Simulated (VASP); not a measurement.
Write the native input for VASP 6.6.1 that does the following.

| Quantity | Value |
| --- | --- |
| Task | single point |
| Functional | PBE |
| Potentials or basis | VASP PAW PBE potentials, release 64 (Mg, O) |
| Cutoff | 520 eV |
| k mesh | 9 × 9 × 6 |
| Occupations | gaussian, width 0.05 eV |
| Spin | no spin polarisation |
| Dipole correction | no |
| Further INCAR settings | ALGO = Normal; EDIFF = 1e-06; NBANDS = 16 |

The structure of MgO lies in POSCAR:

```
MgO
1.0
    3.5712471184      0.0000000000      0.0000000000
   -1.7856235592      3.0927907277      0.0000000000
    0.0000000000      0.0000000000      4.4137043136
Mg O
2 2
Direct
    0.3333333333      0.6666666667     -0.0132065475
    0.6666666667      0.3333333333      0.4867934525
    0.3333333333      0.6666666667      0.3982811987
    0.6666666667      0.3333333333      0.8982811987
```

This cell differs from its parent crystal: atoms shifted along a free coordinate, c/a of the conventional cell at fixed volume 1.2359.

The input as run:

INCAR

```
SYSTEM = MgO
  PREC = Accurate
  ENCUT = 520
  EDIFF = 1E-6
  ISMEAR = 0
  SIGMA = 0.05
  LREAL = .FALSE.
  LASPH = .TRUE.
  NELM = 80
  ALGO = Normal
  ISIF = 2
  LWAVE = .FALSE.
  LCHARG = .FALSE.
  GGA = PE
  NBANDS = 16
```

KPOINTS

```
regular mesh
0
G
  9 9 6
  0 0 0
```

Potentials or basis: VASP PAW PBE potentials, release 64 (Mg, O).

The run is started by

```bash
$ cat potpaw_PBE.64/Mg/POTCAR potpaw_PBE.64/O/POTCAR > POTCAR
$ mpirun -np 1 vasp_std > vasp.out
```

It gave:

```json
{
  "Pressure": "1.1 GPa",
  "Largest force": "2.434 eV/Å",
  "Band gap on the k mesh": "3.09 eV"
}
```

Caveat: an odd mesh through Γ misses points on the zone boundary, where band edges can lie; forces of over 1 eV/Å act on the atoms, so gaps and moduli don't describe the material at rest.

Run time: 44 s on 1 thread of Intel Xeon 8259CL, on a shared host, peak memory 0.19 GiB.
